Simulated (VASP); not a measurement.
The system is BeTe.

```
CELL_PARAMETERS angstrom
0.00000 2.77000 2.77000
2.77000 0.00000 2.77000
2.77000 2.77000 0.00000
ATOMIC_POSITIONS crystal
Be 0.00000 0.00000 0.00000
Te 0.25000 0.25000 0.25000
```

- Program: VASP 6.6.1
- Task: relaxation of cell and atoms
- Functional: PBEsol
- Potentials or basis: VASP PAW PBE potentials, release 64 (Be, Te)
- Cutoff: 600 eV
- k mesh: 6 × 6 × 6
- Occupations: fermi-dirac, width 0.01 eV
- Spin: no spin polarisation

At the start: pressure 2.6 GPa; volume 21.25 Å³/atom.

Task: Where does the relaxation end?

Result: Over 3 steps the energy falls by 6.7 meV/atom and the volume is 22.11 Å³/atom (+4.0 %); space group F-43m (No. 216, to 0.1 Å) before and after.

The path:
```
step  energy change (eV)  largest force (eV/Å)  pressure (GPa)  volume (Å³)
   1              0.0000                0.0000            2.59        42.51
   2             -0.0126                0.0000           -0.56        44.65
   3             -0.0134                0.0000            0.00        44.22
```

Final structure:
```
Be Te
1.0
     0.00000    2.80680    2.80680
     2.80680    0.00000    2.80680
     2.80680    2.80680    0.00000
Be Te
1 1
Cartesian
  0.0000 0.0000 0.0000
  1.4034 1.4034 1.4034
```

Caveat: the PAW data sets were made with another functional, which shifts forces and pressure a little.
